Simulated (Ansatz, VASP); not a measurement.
# One calculation of MoS, two programs

```
Mo S
1.0
     0.00000    2.64146    2.64146
     2.64146    0.00000    2.64146
     2.64146    2.64146    0.00000
Mo S
1 1
Direct
  0.00000 0.00000 0.00000
  0.25000 0.25000 0.25000
```

Alike in both runs: task single point; functional r2SCAN; k mesh 12 × 12 × 12; occupations gaussian, width 0.05 eV; collinear spin.

```csv
,VASP,Ansatz
version,VASP 6.6.1,Ansatz 0.2.0
potentials or method,"VASP PAW PBE potentials, release 64 (Mo_sv, S), cutoff 520 eV","scalar-relativistic, plane waves, PAW"
valence electrons in the cell,20,20
```

```tsv
	VASP	Ansatz	Ansatz less VASP
gap on the k mesh at the Fermi level (eV)	none	none	-
pressure (GPa)	2.5	6.2	+3.62
net moment per atom (μB)	0.00	0.61	+0.606
size of the moment on the site where the two differ most (μB)	0.00	0.78	+0.782
```

The net moments are unlike, so the other rows may belong to different states. VASP's potentials were made for PBE, not for r2SCAN. Site moments also hang on the region over which each program counts them. A gap of «none» marks a metal or a gap that the smearing closes. Ansatz's warnings: stability check not made.
